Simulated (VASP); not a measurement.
Ta4C3, 14 atoms in the cell. It takes space group P4mm (No. 99, tetragonal). The conventional cell has a = 4.403 Å, b = 4.403 Å, c = 9.305 Å, α = 90.00°, β = 90.00°, γ = 90.00°. Ta (site symmetry 4mm) has 4 C at 2.20 Å within 2.9 Å. Within 2.9 Å of Ta (site symmetry 4mm) lie 4 C at 2.20 Å. Ta (site symmetry 2mm) has 4 C at 2.20 to 2.70 Å within 2.9 Å. Within 2.9 Å of Ta (site symmetry 2mm) lie 4 C at 2.20 Å. Within 2.9 Å of Ta (site symmetry 4mm) lie 6 C at 2.20 Å. Within 2.9 Å of Ta (site symmetry 4mm) lie 6 C at 2.20 to 2.70 Å. Within 2.9 Å of C (site symmetry 4mm) lie 6 Ta at 2.20 to 2.70 Å. C (site symmetry 4mm) has 6 Ta at 2.20 Å within 2.9 Å.  This cell differs from its parent crystal: the distance across one plane changed.

| Quantity | Value |
| --- | --- |
| Program | VASP 6.6.1 |
| Task | single point |
| Functional | PBEsol |
| Potentials or basis | VASP PAW PBE potentials, release 64 (Ta_pv, C) |
| Cutoff | 520 eV |
| k mesh | 9 × 9 × 5 |
| Occupations | gaussian, width 0.15 eV |
| Spin | no spin polarisation |
| Dipole correction | no |
| Further INCAR settings | ALGO = Normal; EDIFF = 1e-06; NBANDS = 69 |

Potentials or basis: VASP PAW PBE potentials, release 64 (Ta_pv, C).

Run with:

```bash
$ cat potpaw_PBE.64/Ta_pv/POTCAR potpaw_PBE.64/C/POTCAR > POTCAR
$ mpirun -np 1 vasp_std > vasp.out
```

Hardware: 1 thread of Oxide Virtual Turin-like Processor, with other jobs on the host.

**Question.** How long does it take, and how much memory?

**Answer.** Run time: 14 min on 1 thread of Oxide Virtual Turin-like Processor, on a shared host, peak memory 0.51 GiB. Counts: scf iterations 17, k points 45.
